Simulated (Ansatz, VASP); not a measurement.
SiC: VASP beside Ansatz

File INCAR:

```
  PREC = Accurate
  ENCUT = 520
  EDIFF = 1E-6
  ISMEAR = 0
  SIGMA = 0.01
  LREAL = False
  LASPH = True
  NELM = 60
  ALGO = Normal
  ISIF = 2
  LWAVE = False
  LCHARG = False
  NBANDS = 11
```

The input KPOINTS:

```
regular mesh
0
Gamma
  8 8 8
```

Contents of POSCAR:

```
SiC
1.0
    0.0000000000      2.1790000000      2.1790000000
    2.1790000000      0.0000000000      2.1790000000
    2.1790000000      2.1790000000      0.0000000000
Si C
1 1
Direct
    0.0000000000      0.0000000000      0.0000000000
    0.2500000000      0.2500000000      0.2500000000
```

Input for Ansatz:

```yaml
crystal:
  lattice:
    - [0.0, 2.179, 2.179]
    - [2.179, 0.0, 2.179]
    - [2.179, 2.179, 0.0]
  atoms:
    - { symbol: Si, position: [0.0, 0.0, 0.0] }
    - { symbol: C, position: [0.25, 0.25, 0.25] }
kpoints:
  mp_grid:
    grid: [8, 8, 8]
    shift: [0.0, 0.0, 0.0]
hamiltonian:
  xc: lda
  pseudopotentials:
    kind: paw
scf:
  occupations:
    method: fixed
output:
  forces: true
  stress: true
  eigenvalues: true
```

Alike in both runs: task single point; functional LDA; k mesh 8 × 8 × 8; no spin polarisation.

```csv
,VASP,Ansatz
version,VASP 6.6.1,Ansatz 0.2.0
potentials or method,"VASP PAW LDA potentials, release 64 (Si, C)","plane waves, PAW"
plane-wave cutoff (eV),520,420
occupations,"gaussian, width 0.01 eV",fixed
valence electrons in the cell,8,8
```

Ansatz gave:

```
gap on the k mesh at the Fermi level (eV) : 1.32
pressure (GPa)                            : -4.4
```

Estimate VASP's values.

gap on the k mesh at the Fermi level (eV): 1.30; pressure (GPa): -4.0.

LDA's correlation is that of Perdew and Zunger in VASP and of Perdew and Wang (1992) in Ansatz.
